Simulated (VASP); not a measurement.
# GaP (F-43m) in VASP: further runs

Runs on GaP. Level: PBE. Tasks: single point, relaxation of cell and atoms.

Everything below comes from runs of VASP 6.6.1. Logs are shortened: lines on timing, memory, paths and dates and some standing lists are left out, and cuts for length are marked.

**Measured values to compare with.**

“Stacking defects in GaP nanowires: Electronic structure and optical properties”, 2018, arxiv:1810.01194 quotes, for a bulk crystal of GaP at 10 K: band gap 2.34 eV (indirect).

The runs below are set against these values where they give the same quantity.

### Step 1. The cell of the first run

Symmetry: F-43m, No. 216, cubic system. Conventional cell: a = 5.506 Å, b = 5.506 Å, c = 5.506 Å, α = 90.00°, β = 90.00°, γ = 90.00°. Within 3.1 Å of Ga (site symmetry -43m) lie 4 P at 2.38 Å. Within 3.1 Å of P (site symmetry -43m) lie 4 Ga at 2.38 Å.

### Step 2. Single point, PBE

INCAR

```
PREC = Accurate ; ENCUT = 520
EDIFF = 1E-6 ; ISMEAR = 0
SIGMA = 0.02 ; LREAL = False
LASPH = True ; NELM = 60
ALGO = Normal ; ISIF = 2
LWAVE = False ; LCHARG = True
GGA = PE ; LELF = True
LVHAR = True ; NBANDS = 16
```

KPOINTS

```
regular mesh
0
Gamma
  8 8 8
```

POSCAR

```
GaP
1.0
    0.0000000000      2.7529035722      2.7529035722
    2.7529035722      0.0000000000      2.7529035722
    2.7529035722      2.7529035722      0.0000000000
Ga P
1 1
Direct
    0.0000000000      0.0000000000      0.0000000000
    0.2500000000      0.2500000000      0.2500000000
```

Potentials or basis: VASP PAW PBE potentials, release 64 (Ga_d, P).

Command:

```
> cat potpaw_PBE.64/Ga_d/POTCAR potpaw_PBE.64/P/POTCAR > POTCAR
> mpirun -np 1 vasp_std > vasp.out
```

OUTCAR:

```text
PREC = Accurate
   ENCUT = 520
   EDIFF = 1E-6
   ISMEAR = 0
   LREAL = False
   LASPH = True
   NELM = 60
   ISIF = 2
   GGA = PE

 ion  position               nearest neighbor table
   1  0.000  0.000  0.000-   2 2.38   2 2.38   2 2.38   2 2.38
   2  0.250  0.250  0.250-   1 2.38   1 2.38   1 2.38   1 2.38

  LATTYP: Found a face centered cubic cell.
 ALAT       =     5.5058071444

  Lattice vectors:

 A1 = (   0.0000000000,   2.7529035722,   2.7529035722)
 A2 = (   2.7529035722,   0.0000000000,   2.7529035722)
 A3 = (   2.7529035722,   2.7529035722,   0.0000000000)

Analysis of symmetry for initial positions (statically):
=====================================================================
 Subroutine PRICEL returns:
 Original cell was already a primitive cell.

 Routine SETGRP: Setting up the symmetry group for a
 face centered cubic supercell.

 Subroutine GETGRP returns: Found 24 space group operations
 (whereof 24 operations were pure point group operations)
 out of a pool of 48 trial point group operations.

The static configuration has the point symmetry T_d .

Analysis of symmetry for dynamics (positions and initial velocities):
=====================================================================
 Subroutine PRICEL returns:
 Original cell was already a primitive cell.

 Routine SETGRP: Setting up the symmetry group for a
 face centered cubic supercell.

 Subroutine GETGRP returns: Found 24 space group operations
 (whereof 24 operations were pure point group operations)
 out of a pool of 48 trial point group operations.

The dynamic configuration has the point symmetry T_d .

 Subroutine INISYM returns: Found 24 space group operations
 (whereof 24 operations are pure point group operations),
 and found     1 'primitive' translations

----------------------------------------------------------------------------------------

                                     Primitive cell

  volume of cell :      41.7256

  direct lattice vectors                    reciprocal lattice vectors
     0.000000000  2.752903572  2.752903572    -0.181626413  0.181626413  0.181626413
     2.752903572  0.000000000  2.752903572     0.181626413 -0.181626413  0.181626413
     2.752903572  2.752903572  0.000000000     0.181626413  0.181626413 -0.181626413

  length of vectors
     3.893193568  3.893193568  3.893193568     0.314586175  0.314586175  0.314586175

  position of ions in fractional coordinates (direct lattice)
     0.000000000  0.000000000  0.000000000
     0.250000000  0.250000000  0.250000000

  ion indices of the primitive-cell ions
   primitive index   ion index
                 1           1
                 2           2

----------------------------------------------------------------------------------------

 KPOINTS: regular mesh

Automatic generation of k-mesh.
 Grid dimensions read from file:
 generate k-points for:    8    8    8

 Generating k-lattice:

  Cartesian coordinates                     Fractional coordinates (reciprocal lattice)
    -0.022703302  0.022703302  0.022703302     0.125000000  0.000000000  0.000000000
     0.022703302 -0.022703302  0.022703302     0.000000000  0.125000000  0.000000000
     0.022703302  0.022703302 -0.022703302     0.000000000  0.000000000  0.125000000

  Length of vectors
     0.039323272  0.039323272  0.039323272

  Shift w.r.t. Gamma in fractional coordinates (k-lattice)
     0.000000000  0.000000000  0.000000000

 Subroutine IBZKPT returns following result:
 ===========================================

 Found     29 irreducible k-points:

 Following reciprocal coordinates:
            Coordinates               Weight
  0.000000  0.000000  0.000000      1.000000
  0.125000  0.000000  0.000000      8.000000
  0.250000  0.000000  0.000000      8.000000
  0.375000  0.000000  0.000000      8.000000
  0.500000  0.000000  0.000000      4.000000
  0.125000  0.125000  0.000000      6.000000
[... 16 lines left out ...]
  0.500000  0.250000  0.125000     48.000000
 -0.375000  0.250000  0.125000     24.000000
 [... further k-points ...]
   k-points           NKPTS =     29   k-points in BZ     NKDIM =     29   number of bands    NBANDS=     16
   number of dos      NEDOS =    301   number of ions     NIONS =      2
   total plane-waves  NPLWV =  27000
   dimension x,y,z NGX =    30 NGY =   30 NGZ =   30
   dimension x,y,z NGXF=    60 NGYF=   60 NGZF=   60
   ions per type =               1   1
   NGX,Y,Z   is equivalent  to a cutoff of  12.81, 12.81, 12.81 a.u.
   NGXF,Y,Z  is equivalent  to a cutoff of  25.62, 25.62, 25.62 a.u.
 SYSTEM =  unknown system
   PREC   = accura    normal or accurate (medium, high low for compatibility)
   ISTART =      0    job   : 0-new  1-cont  2-samecut
   ICHARG =      2    charge: 1-file 2-atom 10-const
   ISPIN  =      1    spin polarized calculation?
   LNONCOLLINEAR =      F non collinear calculations
   LSORBIT =      F    spin-orbit coupling
   LASPH  =      T    aspherical Exc in radial PAW
   ENCUT  =  520.0 eV  38.22 Ry    6.18 a.u.   7.24  7.24  7.24*2*pi/ulx,y,z
   NELM   =     60;   NELMIN=  2; NELMDL= -5     # of ELM steps
   EDIFF  = 0.1E-05   stopping-criterion for ELM
   LREAL  =      F    real-space projection
   EDIFFG = 0.1E-04   stopping-criterion for IOM
   NSW    =      0    number of steps for IOM
   IBRION =     -1    ionic relax: 0-MD 1-quasi-New 2-CG
   NFREE  =      0    steps in history (QN), initial steepest desc. (CG)
   ISIF   =      2    stress and relaxation
   ISYM   =      2    0-nonsym 1-usesym 2-fastsym
   POTIM  = 0.5000    time-step for ionic-motion
   TEBEG  =    0.0;   TEEND  =   0.0 temperature during run
   PSTRESS=    0.0 pullay stress
   NELECT =      18.0000    total number of electrons
   NUPDOWN=      -1.0000    fix difference up-down
   EMIN   =  10.00;   EMAX   =-10.00  energy-range for DOS
   EFERMI =   0.00;   METHOD = LEGACY
   ISMEAR =     0;   SIGMA  =   0.02  broadening in eV -4-tet -1-fermi 0-gaus
   EFERMI_NEDOS =   21; number of points for ismear=-14 and -15
   IALGO  =     38    algorithm
   IMIX   =      4    mixing-type and parameters
     AMIX     =   0.40;   BMIX     =  1.00
     AMIX_MAG =   1.60;   BMIX_MAG =  1.00
  volume/ion in A,a.u.               =      20.86       140.79
[... 32 lines left out ...]
 Fermi energy:         4.5031273108

 k-point     1 :       0.0000    0.0000    0.0000
  band No.  band energies     occupation
      1     -10.1550      2.00000
      2     -10.1550      2.00000
      3     -10.1550      2.00000
      4     -10.0643      2.00000
      5     -10.0643      2.00000
      6      -7.9200      2.00000
[... 8 lines left out ...]
     15      14.0931      0.00000
     16      14.0931      0.00000

 k-point     2 :       0.1250    0.0000    0.0000
  band No.  band energies     occupation
      1     -10.1668      2.00000
      2     -10.1508      2.00000
      3     -10.1508      2.00000
      4     -10.0643      2.00000
      5     -10.0643      2.00000
      6      -7.7257      2.00000
[... 8 lines left out ...]
     15      13.4874      0.00000
     16      13.9065      0.00000

 k-point     3 :       0.2500    0.0000    0.0000
  band No.  band energies     occupation
      1     -10.1932      2.00000
      2     -10.1417      2.00000
      3     -10.1417      2.00000
      4     -10.0631      2.00000
      5     -10.0631      2.00000
      6      -7.1753      2.00000
[... 8 lines left out ...]
     15      13.3034      0.00000
     16      14.1936      0.00000

 k-point     4 :       0.3750    0.0000    0.0000
  band No.  band energies     occupation
      1     -10.2174      2.00000
      2     -10.1347      2.00000
      3     -10.1347      2.00000
      4     -10.0597      2.00000
      5     -10.0597      2.00000
      6      -6.4125      2.00000
[... 8 lines left out ...]
     15      14.4588      0.00000
     16      14.4588      0.00000

 k-point     5 :       0.5000    0.0000    0.0000
  band No.  band energies     occupation
      1     -10.2269      2.00000
      2     -10.1325      2.00000
      3     -10.1325      2.00000
      4     -10.0576      2.00000
      5     -10.0576      2.00000
      6      -5.9519      2.00000
[... 8 lines left out ...]
     15      15.9370      0.00000
     16      15.9370      0.00000

 k-point     6 :       0.1250    0.1250    0.0000
  band No.  band energies     occupation
      1     -10.1747      2.00000
      2     -10.1467      2.00000
      3     -10.1467      2.00000
      4     -10.0679      2.00000
      5     -10.0614      2.00000
      6      -7.6610      2.00000
[... 8 lines left out ...]
     15      14.2603      0.00000
     16      14.3343      0.00000

 k-point     7 :       0.2500    0.1250    0.0000
  band No.  band energies     occupation
      1     -10.1957      2.00000
      2     -10.1390      2.00000
      3     -10.1372      2.00000
      4     -10.0705      2.00000
      5     -10.0587      2.00000
      6      -7.2278      2.00000
[... 8 lines left out ...]
     15      14.3299      0.00000
     16      15.3429      0.00000

 k-point     8 :       0.3750    0.1250    0.0000
  band No.  band energies     occupation
      1     -10.2168      2.00000
      2     -10.1330      2.00000
      3     -10.1293      2.00000
      4     -10.0689      2.00000
      5     -10.0562      2.00000
      6      -6.5176      2.00000
[... 8 lines left out ...]
     15      15.0847      0.00000
     16      15.1576      0.00000

 k-point     9 :       0.5000    0.1250    0.0000
  band No.  band energies     occupation
      1     -10.2284      2.00000
      2     -10.1304      2.00000
      3     -10.1266      2.00000
      4     -10.0637      2.00000
      5     -10.0564      2.00000
      6      -5.8742      2.00000
[... 8 lines left out ...]
     15      15.9384      0.00000
     16      16.1170      0.00000
[... 172 lines left out ...]
 k-point    19 :       0.5000    0.3750    0.0000
  band No.  band energies     occupation
      1     -10.2537      2.00000
      2     -10.1045      2.00000
      3     -10.1006      2.00000
      4     -10.0895      2.00000
      5     -10.0475      2.00000
      6      -5.2946      2.00000
[... 8 lines left out ...]
     15      16.2700      0.00000
     16      17.3598      0.00000

 k-point    20 :      -0.3750    0.3750    0.0000
  band No.  band energies     occupation
      1     -10.2463      2.00000
      2     -10.1134      2.00000
      3     -10.1043      2.00000
      4     -10.0812      2.00000
      5     -10.0531      2.00000
      6      -5.1305      2.00000
[... 8 lines left out ...]
     15      14.6973      0.00000
     16      18.7642      0.00000

 k-point    21 :       0.5000    0.5000    0.0000
  band No.  band energies     occupation
      1     -10.2611      2.00000
      2     -10.0962      2.00000
      3     -10.0962      2.00000
      4     -10.0957      2.00000
      5     -10.0447      2.00000
      6      -5.0932      2.00000
[... 8 lines left out ...]
     15      16.6784      0.00000
     16      17.2130      0.00000

 k-point    22 :       0.3750    0.2500    0.1250
  band No.  band energies     occupation
      1     -10.2144      2.00000
      2     -10.1309      2.00000
      3     -10.1273      2.00000
      4     -10.0737      2.00000
      5     -10.0561      2.00000
      6      -6.7066      2.00000
[... 8 lines left out ...]
     15      15.3501      0.00000
     16      16.5765      0.00000

 k-point    23 :       0.5000    0.2500    0.1250
  band No.  band energies     occupation
      1     -10.2283      2.00000
      2     -10.1275      2.00000
      3     -10.1191      2.00000
      4     -10.0718      2.00000
      5     -10.0561      2.00000
      6      -5.9894      2.00000
[... 8 lines left out ...]
     15      15.7274      0.00000
     16      17.0451      0.00000

 k-point    24 :      -0.3750    0.2500    0.1250
  band No.  band energies     occupation
      1     -10.2335      2.00000
      2     -10.1270      2.00000
      3     -10.1161      2.00000
      4     -10.0686      2.00000
      5     -10.0576      2.00000
      6      -5.5633      2.00000
[... 8 lines left out ...]
     15      16.2416      0.00000
     16      16.6828      0.00000

 [... further k-points ...]
[... 5 lines left out ...]
  --------------------------------------------------------------------------------------
  -------------------------------------------------------------------------------------
  Total       -0.0144907     -0.0144907     -0.0144907     -0.0000000      0.0000000      0.0000000
  in kB       -0.5564126     -0.5564126     -0.5564126     -0.0000000      0.0000000      0.0000000
  external PRESSURE =      -0.5564126 kB  Pullay stress =       0.0000000 kB

 VOLUME and BASIS-vectors are now :
 -----------------------------------------------------------------------------
  energy-cutoff  :      520.00
  volume of cell :       41.73
      direct lattice vectors                 reciprocal lattice vectors
     0.000000000  2.752903572  2.752903572    -0.181626413  0.181626413  0.181626413
     2.752903572  0.000000000  2.752903572     0.181626413 -0.181626413  0.181626413
     2.752903572  2.752903572  0.000000000     0.181626413  0.181626413 -0.181626413

 POSITION                                       TOTAL-FORCE (eV/Angst)
 -----------------------------------------------------------------------------------
      0.00000      0.00000      0.00000         0.000000      0.000000      0.000000
      1.37645      1.37645      1.37645        -0.000000     -0.000000     -0.000000
 -----------------------------------------------------------------------------------
    total drift:                                0.000002      0.000002      0.000002

  FREE ENERGIE OF THE ION-ELECTRON SYSTEM (eV)
  ---------------------------------------------------
  free  energy   TOTEN  =        -9.1255868648 eV

  energy  without entropy=       -9.1255868648  energy(sigma->0) =       -9.12558686
```

Run time: 11 s. Hardware: 1 thread of Intel Xeon 6975P-C (Granite Rapids), shared host; peak memory 0.17 GiB.

What came out:

* Free energy: -9.1256 eV
* Pressure: -0.1 GPa
* Band gap on the k mesh: 1.58 eV, direct

Levels at points of the mesh, in eV from the valence-band top:
```csv
k point,band 5,band 6,band 7,band 8,band 9,band 10,band 11,band 12,band 13,band 14
"(0.00, 0.00, 0.00)",-14.41,-12.27,0.00,0.00,0.00,1.58,3.90,3.90,3.90,8.68
"(0.50, 0.00, 0.00)",-14.41,-10.30,-6.46,-1.07,-1.07,1.58,4.73,4.73,8.22,10.68
"(0.50, 0.50, 0.00)",-14.39,-9.44,-6.61,-2.58,-2.58,1.72,1.85,10.37,10.37,10.92
```

### Step 3. Relaxation of cell and atoms, PBE

This run uses another cell than the first one, of 21.24 Å³/atom, 1.018 times its volume.

INCAR

```
SYSTEM = GaP
ALGO = Normal
EDIFF = 1E-6
EDIFFG = -0.005
ENCUT = 600
GGA = PE
IBRION = 2
ISIF = 3
ISMEAR = 0
LASPH = .True.
LCHARG = .False.
LREAL = .False.
LWAVE = .False.
NELM = 80
NSW = 100
PREC = Accurate
SIGMA = 0.02
```

KPOINTS

```
k-points
0
Gamma
  8 8 8
  0 0 0
```

POSCAR

```
GaP
1.0
    0.0000000000      2.7694446618      2.7694446618
    2.7694446618      0.0000000000      2.7694446618
    2.7694446618      2.7694446618      0.0000000000
Ga P
1 1
Direct
    0.0000000000      0.0000000000      0.0000000000
    0.2500000000      0.2500000000      0.2500000000
```

Potentials or basis: VASP PAW PBE potentials, release 64 (Ga_d, P).

Command:

```
> cat potpaw_PBE.64/Ga_d/POTCAR potpaw_PBE.64/P/POTCAR > POTCAR
> mpirun -np 1 vasp_std > vasp.out
```

It took 15 s on 1 thread of Intel Xeon 6975P-C (Granite Rapids), shared host; peak memory 0.19 GiB.

It converged, with:

| Item | Value |
| --- | --- |
| Free energy | -9.1256 eV |
| Relaxed volume | 20.86 Å³/atom |
| Relaxed cell | a = 3.893 Å, b = 3.893 Å, c = 3.893 Å, α = 60.00°, β = 60.00°, γ = 60.00° |
| Space group after relaxing (to 0.05 Å) | F-43m (No. 216) |
| Energy gained by relaxing | 1.6 meV/atom |
| Ionic steps | 3 |
| Pressure after relaxing | 0.0 GPa |
| Band gap on the k mesh | 1.58 eV, direct |

The path:
| step | energy change (eV) | largest force (eV/Å) | pressure (GPa) | volume (Å³) |
| --- | --- | --- | --- | --- |
| 1 | 0.0000 | 0.0000 | -1.38 | 42.48 |
| 2 | -0.0025 | 0.0000 | 0.66 | 41.37 |
| 3 | -0.0032 | 0.0000 | 0.00 | 41.72 |

Final structure:
```
Ga P
1.0
     0.00000    2.75286    2.75286
     2.75286    0.00000    2.75286
     2.75286    2.75286    0.00000
Ga P
1 1
Direct
  0.00000 0.00000 0.00000
  0.25000 0.25000 0.25000
```

Levels at points of the mesh, in eV from the valence-band top:
| k point | band 6 | band 7 | band 8 | band 9 | band 10 | band 11 | band 12 | band 13 |
| --- | --- | --- | --- | --- | --- | --- | --- | --- |
| (0.00, 0.00, 0.00) | -12.27 | 0.00 | 0.00 | 0.00 | 1.58 | 3.90 | 3.90 | 3.90 |
| (0.50, 0.00, 0.00) | -10.30 | -6.46 | -1.07 | -1.07 | 1.58 | 4.73 | 4.73 | 8.23 |
| (0.50, 0.50, 0.00) | -9.44 | -6.61 | -2.58 | -2.58 | 1.72 | 1.85 | 10.37 | 10.37 |

### Step 4. Single point, PBE

This run uses another cell than the first one, of 21.24 Å³/atom, 1.018 times its volume.

INCAR

```
SYSTEM = GaP
  ALGO = Normal
  EDIFF = 1E-6
  ENCUT = 500
  GGA = PE
  GGA_COMPAT = .False.
  ISIF = 2
  ISMEAR = 0
  LASPH = .True.
  LCHARG = .True.
  LELF = .True.
  LREAL = .False.
  LVHAR = .True.
  LWAVE = .False.
  NBANDS = 16
  NELM = 120
  PREC = Accurate
  SIGMA = 0.1
```

KPOINTS

```
k-points
0
Gamma
  6 6 6
  0 0 0
```

POSCAR

```
GaP
1.0
    0.0000000000      2.7694446601      2.7694446601
    2.7694446601      0.0000000000      2.7694446601
    2.7694446601      2.7694446601      0.0000000000
Ga P
1 1
Direct
    0.0000000000      0.0000000000      0.0000000000
    0.2500000000      0.2500000000      0.2500000000
```

Command:

```
> cat potpaw_PBE.64/Ga_d/POTCAR potpaw_PBE.64/P/POTCAR > POTCAR
> mpirun -np 1 vasp_std > vasp.out
```

It took 30 s on 1 thread of Intel Xeon 8259CL, shared host; peak memory 0.16 GiB.

Results (log left out):

- Free energy: -9.1089 eV
- Pressure: -1.4 GPa
- Band gap on the k mesh: 1.43 eV, direct

Levels at points of the mesh, in eV from the valence-band top:
```
           k point  band 5  band 6  band 7  band 8  band 9  band 10  band 11  band 12  band 13  band 14
(0.00, 0.00, 0.00)  -14.40  -12.14    0.00    0.00    0.00     1.43     3.89     3.89     3.89     8.60
(0.50, 0.00, 0.00)  -14.39  -10.23   -6.37   -1.05   -1.05     1.52     4.73     4.73     8.18    10.55
(0.50, 0.50, 0.00)  -14.38   -9.39   -6.54   -2.52   -2.52     1.75     1.86    10.23    10.23    10.77
```

### Step 5. Overview

```tsv
task	cell	k mesh	cutoff (eV)	smearing	gap on the mesh (eV)	pressure (GPa)
single point	a = 3.893 Å, angles 60.0°, 2 atoms	8 × 8 × 8	520	gaussian 0.02 eV	1.58	-0.1
relaxation of cell and atoms	relaxed from a = 3.917 Å, angles 60.0°, 2 atoms	8 × 8 × 8	600	gaussian 0.02 eV	1.58	0.0
single point	a = 3.917 Å, angles 60.0°, 2 atoms	6 × 6 × 6	500	gaussian 0.1 eV	1.43	-1.4
```

Alike in all rows: level PBE; potentials or basis VASP PAW PBE potentials, release 64 (Ga_d, P); no spin polarisation.

Absolute energies hang on the potentials; compare differences alone.

### Step 6. Against experiment

Step 2. Against the measured gap of GaP, 2.34 eV (indirect; 10 K; quoted in “Stacking defects in GaP nanowires: Electronic structure and optical properties”, 2018, arxiv:1810.01194), the calculated 1.58 eV is off by -0.76 eV. Spin-orbit coupling on Ga is left out. The value is that of PBE on a finite k mesh, which can miss the band edges, without temperature or zero-point motion. Semilocal functionals fall short of measured gaps as a rule.

Step 4. Against the measured gap of GaP, 2.34 eV (indirect; 10 K; quoted in “Stacking defects in GaP nanowires: Electronic structure and optical properties”, 2018, arxiv:1810.01194), the calculated 1.43 eV is off by -0.91 eV. Spin-orbit coupling on Ga is left out. The value is that of PBE on a finite k mesh, which can miss the band edges, without temperature or zero-point motion. Semilocal functionals fall short of measured gaps as a rule.
